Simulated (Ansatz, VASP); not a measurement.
## Hf2Cu in VASP and in Ansatz

```
Hf Cu
1.0
    -1.56333    1.56333    5.49142
     1.56333   -1.56333    5.49142
     1.56333    1.56333   -5.49142
Hf Cu
2 1
Direct
  0.34000 0.34000 0.00000
  0.66000 0.66000 0.00000
  0.00000 0.00000 0.00000
```

Change from the starting cell: volume scaled by 0.96.

Alike in both runs: task single point; functional PBEsol; k mesh 16 × 16 × 16; occupations fermi-dirac, width 0.03 eV; no spin polarisation.

|  | VASP | Ansatz |
| --- | --- | --- |
| version | VASP 6.6.1 | Ansatz 0.2.0 |
| potentials or method | VASP PAW PBE potentials, release 64 (Hf_pv, Cu), cutoff 520 eV | all-electron LAPW, scalar-relativistic |

Ansatz gave:

| Item | Value |
| --- | --- |
| pressure (GPa) | 2.2 |
| traceless stress, the component that is largest in VASP (GPa) | 0.29 |
| rms of the force components (eV/Å) | 0.407 |

What did VASP give for the same quantities?

Pressure (GPa): 1.7; traceless stress, the component that is largest in VASP (GPa): 0.29; rms of the force components (eV/Å): 0.390.

VASP's potentials were made for PBE, not for PBEsol. Atom by atom the forces differ by 0.017 eV/Å (rms over components). Ansatz ran all-electron here, and VASP with PAW potentials.

Neither program's run includes spin-orbit coupling.
